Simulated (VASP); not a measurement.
Set up this calculation in VASP 6.6.1, as the native input.

* Task: single point
* Functional: PBEsol
* Potentials or basis: VASP PAW PBE potentials, release 64 (As)
* Cutoff: 520 eV
* k mesh: 16 × 16 × 16
* Occupations: methfessel-paxton, width 0.1 eV
* Spin: no spin polarisation
* Dipole correction: no
* Further INCAR settings: ALGO = Normal; EDIFF = 1e-06; NBANDS = 8

The structure of As lies in POSCAR:

```
As
1.0
    2.6884910589      0.0000000000      0.0000000000
    0.0000000000      2.6884910589      0.0000000000
    0.0000000000      0.0000000000      2.6884910589
As
1
Direct
    0.0000000000      0.0000000000      0.0000000000
```

These files were run (other wordings do the same):

INCAR

```
ALGO     = Normal         # electronic algorithm
EDIFF    = 1E-6           # SCF threshold, eV
ENCUT    = 520            # plane-wave cutoff, eV
GGA      = PS             # functional
ISIF     = 2              # what is computed and relaxed
ISMEAR   = 1              # smearing method
LASPH    = True           # aspherical terms in the spheres
LCHARG   = False          # write CHGCAR
LREAL    = False          # projectors in reciprocal space
LWAVE    = False          # write WAVECAR
NBANDS   = 8              # bands
NELM     = 100            # most SCF steps
PREC     = Accurate       # precision mode
SIGMA    = 0.1            # smearing width, eV
```

KPOINTS

```
k-points
0
Gamma
  16 16 16
```

Potentials or basis: VASP PAW PBE potentials, release 64 (As).

Launch:

```sh
$ cat potpaw_PBE.64/As/POTCAR > POTCAR
$ mpirun -np 1 vasp_std > vasp.out
```

It gave:

```yaml
Pressure: 0.4 GPa
```

Caveat: the PAW data sets were made with another functional, which shifts forces and pressure a little.

Run time: 14 s on 1 thread of Intel(R) Xeon(R) Platinum 8375C CPU @ 2.90GHz (Ice Lake), on a shared host, peak memory 0.14 GiB.
